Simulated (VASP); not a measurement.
# Al5Cu (P-62m) in VASP: a series of runs, part 2 of 2

VASP 6.6.1. The steps go on from the part before.

## 3. Single point, PBE

This run uses another cell than the first one, of 15.70 Å³/atom.

Input file INCAR:

```
SYSTEM = Al5Cu
PREC = Accurate ; ENCUT = 520
EDIFF = 1E-6 ; ISMEAR = 0
SIGMA = 0.1 ; LREAL = .False.
LASPH = .True. ; NELM = 60
ALGO = Fast ; ISIF = 2
LWAVE = .False. ; LCHARG = .False.
GGA = PE ; NBANDS = 22
```

Input file KPOINTS:

```
Automatic mesh
0
Gamma
  6 6 4
  0 0 0
```

Input file POSCAR:

```
Al5Cu
1.0
    4.9387284256      0.0000000000      0.0000000000
   -2.4693642128      4.2770642789      0.0000000000
    0.0000000000      0.0000000000      4.4592827132
Al Cu
5 1
Direct
    0.6666666667      0.3333333333      0.0000000000
    0.3333333333      0.6666666667      0.0000000000
    0.3233858862      0.0000000000      0.5000000000
    0.0000000000      0.3233858862      0.5000000000
    0.6766141138      0.6766141138      0.5000000000
    0.0000000000      0.0000000000      0.0000000000
```

Potentials or basis: VASP PAW PBE potentials, release 64 (Al, Cu).

Started as:

```
$ cat potpaw_PBE.64/Al/POTCAR potpaw_PBE.64/Cu/POTCAR > POTCAR
$ mpirun -np 1 vasp_std > vasp.out
```

OUTCAR:

```text
SYSTEM = Al5Cu
   PREC = Accurate
   ENCUT = 520
   EDIFF = 1E-6
   ISMEAR = 0
   LREAL = .False.
   LASPH = .True.
   NELM = 60
   ISIF = 2
   GGA = PE

 ion  position               nearest neighbor table
   1  0.667  0.333  0.000-   4 2.79   4 2.79   3 2.79   3 2.79   5 2.79   5 2.79   2 2.85   6 2.85
                             2 2.85   6 2.85   6 2.85   2 2.85
   2  0.333  0.667  0.000-   3 2.79   3 2.79   4 2.79   4 2.79   5 2.79   5 2.79   1 2.85   6 2.85
                             1 2.85   6 2.85   6 2.85   1 2.85
   3  0.323  0.000  0.500-   6 2.74   6 2.74   4 2.77   5 2.77   2 2.79   2 2.79   1 2.79   1 2.79
                             4 2.89   5 2.89   4 2.89   5 2.89
   4  0.000  0.323  0.500-   6 2.74   6 2.74   5 2.77   3 2.77   1 2.79   1 2.79   2 2.79   2 2.79
                             3 2.89   5 2.89   5 2.89   3 2.89
   5  0.677  0.677  0.500-   6 2.74   6 2.74   4 2.77   3 2.77   1 2.79   1 2.79   2 2.79   2 2.79
                             3 2.89   4 2.89   4 2.89   3 2.89
   6  0.000  0.000  0.000-   4 2.74   5 2.74   4 2.74   5 2.74   3 2.74   3 2.74   1 2.85   2 2.85
                             2 2.85   1 2.85   1 2.85   2 2.85

  LATTYP: Found a hexagonal cell.
 ALAT       =     4.9387284256
 C/A-ratio  =     0.9029212236

  Lattice vectors:

 A1 = (   4.9387284256,   0.0000000000,   0.0000000000)
 A2 = (  -2.4693642128,   4.2770642789,   0.0000000000)
 A3 = (   0.0000000000,   0.0000000000,   4.4592827132)

Analysis of symmetry for initial positions (statically):
=====================================================================
 Subroutine PRICEL returns:
 Original cell was already a primitive cell.

 Routine SETGRP: Setting up the symmetry group for a
 hexagonal supercell.

 Subroutine GETGRP returns: Found 12 space group operations
 (whereof 12 operations were pure point group operations)
 out of a pool of 24 trial point group operations.

The static configuration has the point symmetry D_3h.

Analysis of symmetry for dynamics (positions and initial velocities):
[... 140 lines left out ...]
   GGA     = PE    functional components
   LHFCALC =     F    Hartree Fock is set to
   AEXX    =    0.0000 exact exchange contribution
   IVDW    =     0    specifies the selected vdW correction
   LEPSILON=     F    determine dielectric tensor
   LRPA    =     F    only Hartree local field effects (RPA)
 non-spin polarized calculation
 RMM-DIIS sequential band-by-band and
 Gauss-broadening in eV      SIGMA  =   0.10
  energy-cutoff  :      520.00
  volume of cell :       94.19
 maximum number of plane-waves:      2556
 NGX is ok and might be reduce to    40
   NGX = 19   NGY = 19   NGZ = 17

 number of electron      26.0000006 magnetization

 Free energy of the ion-electron system (eV)
  ---------------------------------------------------
  ext. energy  EPLUGINS =         0.00000000
  ---------------------------------------------------
  free energy    TOTEN  =       -22.38233924 eV

  energy without entropy =      -22.37863618  energy(sigma->0) =      -22.38048771

 E-fermi :   8.1299     XC(G=0): -10.5203

 val. band max:        8.0500200285   @ k =   0.3333   0.3333   0.2500
 cond. band min:       8.2054415141   @ k =   0.1667   0.1667   0.5000
 fundamental gap:      0.1554214856
 Fermi energy:         8.1299061241

 k-point     1 :       0.0000    0.0000    0.0000
  band No.  band energies     occupation
      1      -3.0139      2.00000
      2       3.1481      2.00000
      3       3.6715      2.00000
      4       3.6715      2.00000
      5       4.0009      2.00000
      6       4.5020      2.00000
[... 514 lines left out ...]
     21      15.1527      0.00000
     22      15.5205      0.00000

------------------------ aborting loop because EDIFF is reached ----------------------------------------

  FORCE on cell =-STRESS in cart. coord.  units (eV):
  Direction    XX          YY          ZZ          XY          YZ          ZX
  --------------------------------------------------------------------------------------
  -------------------------------------------------------------------------------------
  Total       -0.0617756     -0.0617756     -0.0751464      0.0000000      0.0000000      0.0000000
  in kB       -1.0507549     -1.0507549     -1.2781819      0.0000000      0.0000000      0.0000000
  external PRESSURE =      -1.1265639 kB  Pullay stress =       0.0000000 kB

 VOLUME and BASIS-vectors are now :
 -----------------------------------------------------------------------------
  energy-cutoff  :      520.00
  volume of cell :       94.19
      direct lattice vectors                 reciprocal lattice vectors
     4.938728426  0.000000000  0.000000000     0.202481269  0.116902615  0.000000000
    -2.469364213  4.277064279  0.000000000     0.000000000  0.233805231  0.000000000
     0.000000000  0.000000000  4.459282713     0.000000000  0.000000000  0.224251312

 POSITION                                       TOTAL-FORCE (eV/Angst)
 -----------------------------------------------------------------------------------
      2.46936      1.42569      0.00000         0.000000      0.000000      0.000000
     -0.00000      2.85138      0.00000         0.000000      0.000000      0.000000
      1.59712      0.00000      2.22964         0.003541      0.000000      0.000000
     -0.79856      1.38314      2.22964        -0.001771      0.003067      0.000000
      1.67081      2.89392      2.22964        -0.001771     -0.003067      0.000000
      0.00000      0.00000      0.00000         0.000000      0.000000      0.000000
 -----------------------------------------------------------------------------------
    total drift:                                0.000000      0.000001      0.000000

  FREE ENERGIE OF THE ION-ELECTRON SYSTEM (eV)
  ---------------------------------------------------
  free  energy   TOTEN  =       -22.3823392434 eV

  energy  without entropy=      -22.3786361751  energy(sigma->0) =      -22.38048771
```

OSZICAR:

```text
N       E                     dE             d eps       ncg     rms          rms(c)
DAV:   1     0.945831104559E+02    0.94583E+02   -0.10115E+04   930   0.111E+03
[... 11 lines left out ...]
RMM:  13    -0.223828825938E+02    0.10258E-03   -0.79133E-03  1132   0.121E+00    0.200E-01
RMM:  14    -0.223823471725E+02    0.53542E-03   -0.26350E-03  1138   0.641E-01    0.652E-02
RMM:  15    -0.223823515535E+02   -0.43810E-05   -0.49454E-04  1313   0.154E-01    0.329E-02
RMM:  16    -0.223823885346E+02   -0.36981E-04   -0.84243E-05  1266   0.603E-02    0.590E-02
RMM:  17    -0.223823367944E+02    0.51740E-04   -0.73866E-05  1112   0.783E-02    0.204E-02
RMM:  18    -0.223823387894E+02   -0.19951E-05   -0.22211E-05  1135   0.340E-02    0.151E-02
RMM:  19    -0.223823392434E+02   -0.45394E-06   -0.53521E-06   992   0.161E-02
   1 F= -.22382339E+02 E0= -.22380488E+02  d E =-.370307E-02
```

Wall time 40 s (1 thread of AMD EPYC 9R45 (Zen 5), shared host); peak memory 0.21 GiB.

What came out:

```yaml
Free_energy: -22.3823 eV
Pressure: -0.1 GPa
Largest_force: 0.004 eV/Å
Band_gap_on_the_k_mesh: zero (bands 13 and 14 overlap by 2.97 eV)
```

Forces in eV/Å, atoms in the order of the input:
```
Al   0.000  0.000  0.000
Al   0.000  0.000  0.000
Al   0.004  0.000  0.000
Al  -0.002  0.003  0.000
Al  -0.002 -0.003  0.000
Cu   0.000  0.000  0.000
```

## 4. Relaxation of cell and atoms, PBE

Input file INCAR:

```
PREC = Accurate ; ENCUT = 600
EDIFF = 1E-6 ; ISMEAR = 0
SIGMA = 0.1 ; LREAL = F
LASPH = T ; NELM = 80
ALGO = Fast ; ISIF = 3
LWAVE = F ; LCHARG = F
GGA = PE ; IBRION = 2
NSW = 90 ; EDIFFG = -0.04
```

Input file KPOINTS:

```
Automatic mesh
0
Gamma
  6 6 4
```

Input file POSCAR:

```
Al5Cu
1.0
    4.8626016200      0.0000000000      0.0000000000
   -2.4313008100      4.2111365400      0.0000000000
    0.0000000000      0.0000000000      4.4380254200
Al Cu
5 1
Direct
    0.6666666700      0.3333333300      0.0000000000
    0.3333333300      0.6666666700      0.0000000000
    0.3333333300      0.0000000000      0.5000000000
    0.0000000000      0.3333333300      0.5000000000
    0.6666666700      0.6666666700      0.5000000000
    0.0000000000      0.0000000000      0.0000000000
```

Potentials or basis: VASP PAW PBE potentials, release 64 (Al, Cu).

Started as:

```
$ cat potpaw_PBE.64/Al/POTCAR potpaw_PBE.64/Cu/POTCAR > POTCAR
$ mpirun -np 1 vasp_std > vasp.out
```

OUTCAR:

```text
PREC = Accurate
   ENCUT = 600
   EDIFF = 1E-6
   ISMEAR = 0
   LREAL = F
   LASPH = T
   NELM = 80
   ISIF = 3
   GGA = PE
   IBRION = 2
   NSW = 90
   EDIFFG = -0.04

 ion  position               nearest neighbor table
   1  0.667  0.333  0.000-   4 2.75   4 2.75   3 2.75   3 2.75   5 2.75   5 2.75   6 2.81   2 2.81
                             2 2.81   6 2.81   6 2.81   2 2.81
   2  0.333  0.667  0.000-   3 2.75   3 2.75   4 2.75   4 2.75   5 2.75   5 2.75   6 2.81   1 2.81
                             1 2.81   6 2.81   6 2.81   1 2.81
   3  0.333  0.000  0.500-   6 2.75   6 2.75   2 2.75   2 2.75   1 2.75   1 2.75   4 2.81   5 2.81
                             5 2.81   4 2.81   4 2.81   5 2.81
   4  0.000  0.333  0.500-   1 2.75   1 2.75   6 2.75   6 2.75   2 2.75   2 2.75   3 2.81   5 2.81
                             5 2.81   5 2.81   3 2.81   3 2.81
   5  0.667  0.667  0.500-   6 2.75   6 2.75   2 2.75   2 2.75   1 2.75   1 2.75   3 2.81   4 2.81
                             3 2.81   4 2.81   4 2.81   3 2.81
[... 202 lines left out ...]
  Total        2.1135117      2.1135117      1.6961400     -0.0000000      0.0000000      0.0000000
  in kB       37.2612511     37.2612513     29.9029813     -0.0000000      0.0000000      0.0000000
  external PRESSURE =      34.8084946 kB  Pullay stress =       0.0000000 kB
[... 187 lines left out ...]
--------------------------------------- Ionic step        6  -------------------------------------------

 number of electron      26.0000007 magnetization

 Free energy of the ion-electron system (eV)
  ---------------------------------------------------
  ext. energy  EPLUGINS =         0.00000000
  ---------------------------------------------------
  free energy    TOTEN  =       -22.38043042 eV

  energy without entropy =      -22.37683197  energy(sigma->0) =      -22.37863120

 E-fermi :   8.1319     XC(G=0): -10.5163

 val. band max:        8.0324160783   @ k =   0.3333   0.3333   0.2500
 cond. band min:       8.1897748872   @ k =   0.1667   0.1667   0.5000
 fundamental gap:      0.1573588090
 Fermi energy:         8.1318885877

 k-point     1 :       0.0000    0.0000    0.0000
  band No.  band energies     occupation
      1      -3.0184      2.00000
      2       3.1465      2.00000
      3       3.6609      2.00000
      4       3.6609      2.00000
      5       4.0023      2.00000
      6       4.4786      2.00000
[... 442 lines left out ...]
  FREE ENERGIE OF THE ION-ELECTRON SYSTEM (eV)
  ---------------------------------------------------
  free  energy   TOTEN  =       -22.3804304234 eV

  energy  without entropy=      -22.3768319726  energy(sigma->0) =      -22.37863120

 reached required accuracy - stopping structural energy minimisation
```

CONTCAR:

```text
Al5Cu
   1.00000000000000
     4.9428985084042250   -0.0000000000000000    0.0000000000000000
    -2.4714492542021125    4.2806756856277746    0.0000000000000000
    -0.0000000000000000   -0.0000000000000000    4.4563929390006400
  Al              Cu
     5     1
Direct
     0.6666666699999979    0.3333333300000021    0.0000000000000000
     0.3333333300000021    0.6666666699999979    0.0000000000000000
     0.3236826940617969    0.0000000000000000    0.5000000000000000
     0.0000000000000169    0.3236826940618305    0.5000000000000000
     0.6763173059381864    0.6763173059381696    0.5000000000000000
     0.0000000000000000    0.0000000000000000    0.0000000000000000

  0.00000000E+00  0.00000000E+00  0.00000000E+00
  0.00000000E+00  0.00000000E+00  0.00000000E+00
  0.00000000E+00  0.00000000E+00  0.00000000E+00
  0.00000000E+00  0.00000000E+00  0.00000000E+00
  0.00000000E+00  0.00000000E+00  0.00000000E+00
  0.00000000E+00  0.00000000E+00  0.00000000E+00
```

It took 1.9 min on 1 thread of AMD EPYC 9R45 (Zen 5), shared host; peak memory 0.22 GiB.

Results:

```
Free energy                           : -22.3804 eV
Relaxed volume                        : 15.72 Å³/atom
Relaxed cell                          : a = 4.943 Å, b = 4.943 Å, c = 4.456 Å, α = 90.00°, β = 90.00°, γ = 120.00°
Space group after relaxing (to 0.1 Å) : P-62m (No. 189)
Energy gained by relaxing             : 20.2 meV/atom
Ionic steps                           : 6
Pressure after relaxing               : -0.1 GPa
Largest force after relaxing          : 0.012 eV/Å
```

Forces on the atoms (eV/Å):
```
Al   0.000  0.000  0.000
Al   0.000  0.000  0.000
Al  -0.012  0.000  0.000
Al   0.006 -0.011  0.000
Al   0.006  0.011  0.000
Cu   0.000  0.000  0.000
```

Stress tensor (GPa, compression positive):
```
-0.20  0.00  0.00
 0.00 -0.20  0.00
 0.00  0.00 -0.03
```

The path:
```
step  energy change (eV)  largest force (eV/Å)  pressure (GPa)  volume (Å³)
   1              0.0000                0.4120            3.48        90.88
   2             -0.1057                0.2409           -0.91        95.27
   3             -0.1059                0.2451           -0.91        95.17
   4             -0.1063                0.2575           -0.55        94.84
   5             -0.1170                0.1468           -0.41        94.57
   6             -0.1213                0.0125           -0.15        94.29
```

Final structure:
```
Al Cu
1.0
     4.94290    0.00000    0.00000
    -2.47145    4.28068    0.00000
     0.00000    0.00000    4.45639
Al Cu
5 1
Direct
  0.66667 0.33333 0.00000
  0.33333 0.66667 0.00000
  0.32368 0.00000 0.50000
  0.00000 0.32368 0.50000
  0.67632 0.67632 0.50000
  0.00000 0.00000 0.00000
```

Caveat: the highest band is partly filled, so the run has too few bands.

## 5. Overview

| task | cell | cutoff (eV) | gap on the mesh (eV) | pressure (GPa) | largest force (eV/Å) |
| --- | --- | --- | --- | --- | --- |
| single point | a = 4.863, b = 4.863, c = 4.438 Å, angles 90.0, 90.0, 120.0°, 6 atoms, atomic positions A | 520 | none | 3.3 | 0.42 |
| single point | a = 4.939, b = 4.939, c = 4.459 Å, angles 90.0, 90.0, 120.0°, 6 atoms, atomic positions B | 520 | none | -0.1 | - |
| relaxation of cell and atoms | relaxed from a = 4.863, b = 4.863, c = 4.438 Å, angles 90.0, 90.0, 120.0°, 6 atoms, atomic positions A | 600 | - | -0.1 | 0.01 |

Alike in all rows: level PBE; potentials or basis VASP PAW PBE potentials, release 64 (Al, Cu); no spin polarisation; k mesh 6 × 6 × 4; smearing gaussian 0.1 eV.

Caveats: the cell stands under pressure (at least some runs); the highest band is partly filled, so the run has too few bands (at least some runs).

Total energies depend on the potentials used, so only differences within one code and one set of settings carry meaning.

The gap in the log of VASP goes by the Fermi energy; the results here count the filled bands.